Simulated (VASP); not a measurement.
Write the native input for VASP 6.6.1 that does the following.

```
Task                   : single point
Functional             : PBEsol
Potentials or basis    : VASP PAW PBE potentials, release 64 (Nb_sv)
Cutoff                 : 520 eV
k mesh                 : 11 × 11 × 11
Occupations            : fermi-dirac, width 0.05 eV
Spin                   : non-collinear spin, zero start, spin-orbit coupling
Starting moments       : [[0.0, 0.0, 0.0]] μB
Dipole correction      : no
Further INCAR settings : ALGO = Normal; EDIFF = 1e-07; NBANDS = 24
```

The structure of Nb lies in POSCAR:

```
Nb
1.0
    0.0000000000      2.1150000000      2.1150000000
    2.1150000000      0.0000000000      2.1150000000
    2.1150000000      2.1150000000      0.0000000000
Nb
1
Direct
    0.0000000000      0.0000000000      0.0000000000
```

These files were run (other wordings do the same):

INCAR

```
SYSTEM = Nb
PREC = Accurate
ENCUT = 520
EDIFF = 1E-7
ISMEAR = -1
SIGMA = 0.05
LREAL = .False.
LASPH = .True.
NELM = 150
ALGO = Normal
ISIF = 2
LWAVE = .False.
LCHARG = .False.
MAGMOM = 0 0 0
LORBIT = 11
LSORBIT = .True.
GGA_COMPAT = .False.
LORBMOM = .True.
LMAXMIX = 4
GGA = PS
NBANDS = 24
```

KPOINTS

```
Automatic mesh
0
Gamma
  11 11 11
  0 0 0
```

Potentials or basis: VASP PAW PBE potentials, release 64 (Nb_sv).

The run is started by

```bash
$ cat potpaw_PBE.64/Nb_sv/POTCAR > POTCAR
$ mpirun -np 1 vasp_ncl > vasp.out
```

Results of the run:

```json
{"Pressure": "-7.7 GPa", "Net moment": "0.00 μB per cell", "Valence electrons inside the program's atomic spheres": "Nb 10.63"}
```

Caveat: the PAW data sets were made with another functional, which shifts forces and pressure a little.

It took 22 s on 1 thread of Intel(R) Xeon(R) 6975P-C (Granite Rapids) (shared host), peak memory 0.21 GiB.
